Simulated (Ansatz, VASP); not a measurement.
# TiO2: VASP beside Ansatz

The input INCAR:

```
PREC = Accurate
ENCUT = 600
EDIFF = 1E-6
ISMEAR = -1
SIGMA = 0.05
LREAL = False
LASPH = True
NELM = 100
ALGO = Normal
ISIF = 3
LWAVE = False
LCHARG = False
GGA = PE
IBRION = 2
NSW = 60
EDIFFG = -0.01
```

KPOINTS

```
Automatic mesh
0
Gamma
  5 5 4
```

Contents of POSCAR:

```
TiO2
1.0
    5.5822227355      0.0000000000      0.0000000000
   -2.7911113678      4.8343466985      0.0000000000
    0.0000000000      0.0000000000      6.0824678800
Ti O
3 6
Direct
    0.4669367500      0.0000000000      0.3333333333
    0.0000000000      0.4669367500      0.6666666667
    0.5330632500      0.5330632500      0.0000000000
    0.5810657200      0.8514331800      0.1206639333
    0.7296325400      0.1485668200      0.5460027333
    0.2703674600      0.4189342800      0.7873306000
    0.8514331800      0.5810657200      0.8793360667
    0.1485668200      0.7296325400      0.4539972667
    0.4189342800      0.2703674600      0.2126694000
```

The input input.yaml:

```yaml
crystal:
  lattice:
    - [5.5822227355, 0.0, 0.0]
    - [-2.7911113678, 4.8343466985, 0.0]
    - [0.0, 0.0, 6.08246788]
  atoms:
    - { symbol: Ti, position: [0.46693675, 0.0, 0.3333333333] }
    - { symbol: Ti, position: [0.0, 0.46693675, 0.6666666667] }
    - { symbol: Ti, position: [0.53306325, 0.53306325, 0.0] }
    - { symbol: O, position: [0.58106572, 0.85143318, 0.1206639333] }
    - { symbol: O, position: [0.72963254, 0.14856682, 0.5460027333] }
    - { symbol: O, position: [0.27036746, 0.41893428, 0.7873306] }
    - { symbol: O, position: [0.85143318, 0.58106572, 0.8793360667] }
    - { symbol: O, position: [0.14856682, 0.72963254, 0.4539972667] }
    - { symbol: O, position: [0.41893428, 0.27036746, 0.2126694] }
hamiltonian:
  xc: pbe
  pseudopotentials: { kind: paw }
kpoints:
  mp_grid: { grid: [5, 5, 4] }
scf:
  occupations: { method: fermi_dirac, width: 0.05 }
output:
  forces: true
  stress: true
  eigenvalues: true
  write_density: true
  write_potential: true
  elf: true
  volumetric_format: npy
relax:
  f_tol: 0.01
  max_steps: 40
  cell: { stress_tol: 0.05 }
```

Alike in both runs: task relaxation of cell and atoms; functional PBE; k mesh 5 × 5 × 4; occupations fermi-dirac, width 0.05 eV; no spin polarisation.

```csv
,VASP,Ansatz
version,VASP 6.6.1,Ansatz 0.2.0
potentials or method,"VASP PAW PBE potentials, release 64 (Ti_sv, O)",Ansatz PAW
plane-wave cutoff (eV),600,420
valence electrons in the cell,72,72
```

```tsv
	VASP	Ansatz	Ansatz less VASP
gap on the k mesh at the Fermi level, each at its own relaxed structure (eV)	3.39	3.37	-0.019
relaxed volume (Å³/atom)	19.78	20.09	+0.310
relaxed cell length with the largest relative difference (Å)	6.274	6.317	+0.0428
```

Noted on Ansatz's run: odd divisions of the mesh miss points on the zone boundary, where band edges often lie, so the gap on the mesh can be too wide; the plane-wave basis is chosen anew once the cell has moved, so the energies of steps on either side of that aren't comparable.
